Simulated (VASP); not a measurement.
Wanted: the native input for a VASP 6.6.1 run.

- Task: single point
- Functional: LDA
- Potentials or basis: VASP PAW LDA potentials, release 64 (Al, N)
- Cutoff: 600 eV
- k mesh: 10 × 10 × 10
- Occupations: gaussian, width 0.05 eV
- Spin: no spin polarisation
- Dipole correction: no
- Further INCAR settings: ALGO = Normal; EDIFF = 1e-06; NBANDS = 11

The structure of AlN lies in POSCAR:

```
AlN
1.0
    0.0000000000      2.1362439000      2.0345180000
    2.1362439000      0.0000000000      2.0345180000
    2.1362439000      2.1362439000      0.0000000000
Al N
1 1
Direct
    0.5000000000      0.5000000000      0.5000000000
    0.0000000000      0.0000000000      0.0000000000
```

This cell differs from its parent crystal: strain +0.050 along x and y, +0.000 along z.

One way to write it, as run:

INCAR

```
SYSTEM = AlN
PREC = Accurate
ENCUT = 600
EDIFF = 1E-6
ISMEAR = 0
SIGMA = 0.05
LREAL = .FALSE.
LASPH = .TRUE.
NELM = 120
ALGO = Normal
ISIF = 2
LWAVE = .FALSE.
LCHARG = .TRUE.
GGA = CA
LELF = .TRUE.
LVHAR = .TRUE.
NBANDS = 11
GGA_COMPAT = .FALSE.
```

KPOINTS

```
regular mesh
0
G
  10 10 10
  0 0 0
```

Potentials or basis: VASP PAW LDA potentials, release 64 (Al, N).

Command:

```bash
$ cat potpaw_LDA.64/Al/POTCAR potpaw_LDA.64/N/POTCAR > POTCAR
$ mpirun -np 1 vasp_std > vasp.out
```

It gave:

| Property | Result |
| --- | --- |
| Pressure | -28.3 GPa |
| Band gap on the k mesh | 3.06 eV (least direct gap 4.04 eV) |

Caveat: the cell differs from its parent crystal (strain +0.050 along x and y, +0.000 along z); the cell stands under tension.

Run time: 13 s on 1 thread of Intel(R) Xeon(R) 6975P-C (Granite Rapids), on a shared host, peak memory 0.14 GiB.
